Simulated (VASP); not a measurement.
Input of a VASP 6.6.1 run:

The input INCAR:

```
  PREC = Accurate
  ENCUT = 600
  EDIFF = 1E-6
  ISMEAR = -1
  SIGMA = 0.1
  LREAL = False
  LASPH = True
  NELM = 120
  ALGO = Normal
  ISIF = 2
  LWAVE = False
  LCHARG = True
  LELF = True
  LVHAR = True
  NBANDS = 11
  GGA_COMPAT = False
```

The input KPOINTS:

```
regular mesh
0
Gamma
  14 14 3
```

File POSCAR:

```
C
1.0
    2.4561700000      0.0000000000      0.0000000000
   -1.2280900000      2.1271100000      0.0000000000
    0.0000000000      0.0000000000      8.5238000000
C
2
Direct
    0.3333333333      0.6666666667      0.0000000000
    0.6666666667      0.3333333333      0.0029329642
```

Potentials or basis: VASP PAW LDA potentials, release 64 (C).

Launch:

```console
$ cat potpaw_LDA.64/C/POTCAR > POTCAR
$ mpirun -np 1 vasp_std > vasp.out
```

Question: What does it give for the largest force?

Answer: 0.444 eV/Å.

Forces in eV/Å, atoms in the order of the input:
```
C    0.000  0.000  0.444
C    0.000  0.000 -0.444
```
